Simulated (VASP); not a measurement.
Here is a VASP 6.6.1 calculation.

File INCAR:

```
ALGO = Normal
EDIFF = 1E-6
ENCUT = 520
GGA = PE
ISIF = 2
ISMEAR = -1
LASPH = True
LCHARG = False
LREAL = False
LWAVE = False
NBANDS = 16
NELM = 80
PREC = Accurate
SIGMA = 0.05
```

KPOINTS

```
k-points
0
Gamma
  18 18 18
```

POSCAR

```
Ir
1.0
   -2.2319366849      2.2319366849      1.2370500375
    2.2319366849     -2.2319366849      1.2370500375
    2.2319366849      2.2319366849     -1.2370500375
Ir
2
Direct
   -0.3750000000     -0.1250000000     -0.2500000000
    0.3750000000      0.1250000000      0.2500000000
```

Potentials or basis: VASP PAW PBE potentials, release 64 (Ir).

Run with:

```sh
$ cat potpaw_PBE.64/Ir/POTCAR > POTCAR
$ mpirun -np 1 vasp_std > vasp.out
```

Predict the pressure.

147.2 GPa.

Predict the band gap on the k mesh.

zero (bands 9 and 10 overlap by 4.02 eV).

Stress tensor (GPa, compression positive):
```
146.68   0.00   0.00
  0.00 146.68   0.00
  0.00   0.00 148.32
```

Caveat: the cell stands under pressure; spin-orbit coupling is left out, which moves the levels of the heavy elements.
